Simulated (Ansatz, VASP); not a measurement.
## Ta: VASP beside Ansatz

```xyz
1
Lattice="-1.6550 1.6550 1.6550 1.6550 -1.6550 1.6550 1.6550 1.6550 -1.6550" Properties=species:S:1:pos:R:3 pbc="T T T"
Ta    0.0000    0.0000    0.0000
```

Alike in both runs: task single point; functional PBE; k mesh 18 × 18 × 18; occupations gaussian, width 0.05 eV; no spin polarisation.

|  | VASP | Ansatz |
| --- | --- | --- |
| version | VASP 6.6.1 | Ansatz 0.2.0 |
| potentials or method | VASP PAW PBE potentials, release 64 (Ta_pv), cutoff 500 eV | scalar-relativistic, plane waves, PAW |
| valence electrons in the cell | 11 | 13 |

Ansatz gave:

```
pressure (GPa) : 1.6
```

Question: What did VASP give for the same quantities?

Answer: Pressure (GPa): 1.7.

With one functional, cell and mesh, what is left measures potentials, basis and numerics. VASP's potentials hold 11 valence electrons a cell and Ansatz's 13, so a difference there can come from the potentials and not from the codes.

Neither program's run includes spin-orbit coupling.
